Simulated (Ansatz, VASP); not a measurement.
## One calculation of C18NO, two programs

```
CELL_PARAMETERS angstrom
7.39800 0.00000 0.00000
-3.69900 6.40686 0.00000
0.00000 0.00000 12.00000
ATOMIC_POSITIONS crystal
C 0.99549 0.01928 0.07805
C 0.21966 0.13138 0.07804
C 0.99590 0.35161 0.07845
C 0.21926 0.46331 0.07846
C 0.99512 0.68469 0.07838
C 0.22005 0.79716 0.07838
C 0.33018 0.01892 0.07792
C 0.55178 0.12981 0.07698
C 0.32930 0.35149 0.07623
C 0.55333 0.46387 0.07656
C 0.32969 0.68644 0.07793
C 0.55255 0.79756 0.07698
C 0.66184 0.01812 0.07656
C 0.88586 0.12976 0.07622
C 0.66262 0.35260 0.07698
C 0.88547 0.46434 0.07793
C 0.66338 0.68560 0.07698
C 0.88498 0.79632 0.07793
N 0.10710 0.38664 0.26800
O 0.10749 0.23913 0.29539
```

Alike in both runs: functional LDA; k mesh 2 × 2 × 1; occupations fermi-dirac, width 0.02 eV; collinear spin.

Ansatz relaxed the structure, and its values are those at the end. VASP's run is a single point on that final structure, the one shown.

```csv
,VASP,Ansatz
version,VASP 6.6.1,Ansatz 0.2.0
potentials or method,"VASP PAW LDA potentials, release 64 (C, N, O), cutoff 520 eV","scalar-relativistic, plane waves, PAW"
valence electrons in the cell,83,83
```

|  | VASP | Ansatz | Ansatz less VASP |
| --- | --- | --- | --- |
| rms of the force components (eV/Å) | 0.328 | 0.007 | -0.3202 |
| net moment per atom (μB) | 0.03 | 0.03 | 0.000 |
| size of the moment on the site where the two differ most (μB) | 0.26 | 0.14 | -0.115 |

LDA's correlation is that of Perdew and Zunger in VASP and of Perdew and Wang (1992) in Ansatz. Site moments also hang on the region over which each program counts them. One of these differences is far larger than is usual between the two programs; its cause wasn't traced. Ansatz's warnings: filled band counts differ across k points, seeded moment not kept, xc potential rough in thin density.

The k mesh is coarse, so the values compare programs but aren't converged. Noted on VASP's run: the standard files for N, O and F lose accuracy on very short bonds.
